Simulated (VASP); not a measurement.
**Ru3C: single point with PBE**

Ru3C:

```
CELL_PARAMETERS angstrom
4.82509 0.00000 0.00000
-2.41255 4.17866 0.00000
-2.41255 1.39289 4.56404
ATOMIC_POSITIONS crystal
Ru 0.58330 0.75000 0.75000
Ru 0.25000 0.08330 0.75000
Ru 0.91670 0.41670 0.75000
Ru 0.41670 0.25000 0.25000
Ru 0.75000 0.91670 0.25000
Ru 0.08330 0.58330 0.25000
C 0.00000 0.00000 0.00000
C 0.50000 0.50000 0.50000
```

| Quantity | Value |
| --- | --- |
| Program | VASP 6.6.1 |
| Task | single point |
| Functional | PBE |
| Potentials or basis | VASP PAW PBE potentials, release 64 (Ru_pv, C) |
| Cutoff | 600 eV |
| k mesh | 7 × 7 × 7 |
| Occupations | gaussian, width 0.0192 eV |
| Spin | no spin polarisation |
| Dipole correction | no |
| Further INCAR settings | ALGO = Normal; EDIFF = 1e-06; NBANDS = 56 |

The pressure is 24.2 GPa. The largest force is 1.293 eV/Å. The band gap on the k mesh is zero (bands 46 and 47 overlap by 0.34 eV).

Forces on the atoms (eV/Å):
```
Ru  -1.293  0.000  0.000
Ru   0.647 -1.120  0.000
Ru   0.647  1.120  0.000
Ru   1.293  0.000  0.000
Ru  -0.647  1.120  0.000
Ru  -0.647 -1.120  0.000
C    0.000  0.000  0.000
C    0.000  0.000  0.000
```

Stress tensor (GPa, compression positive):
```
20.66  0.00  0.00
 0.00 20.66  0.00
 0.00  0.00 31.24
```

Levels at points of the mesh, in eV from the Fermi level:
| k point | band 42 | band 43 | band 44 | band 45 | band 46 | band 47 | band 48 | band 49 | band 50 | band 51 |
| --- | --- | --- | --- | --- | --- | --- | --- | --- | --- | --- |
| (0.00, 0.00, 0.00) | -1.71 | -1.71 | -1.66 | -1.61 | -0.70 | 0.20 | 0.20 | 0.36 | 0.36 | 1.85 |

Run time: 7.9 min on 1 thread of Oxide Virtual Turin-like Processor (shared host), peak memory 0.35 GiB.

Caveat: the stress differs along the axes, from 21 to 31 GPa; forces of over 1 eV/Å act on the atoms, so gaps and moduli don't describe the material at rest.
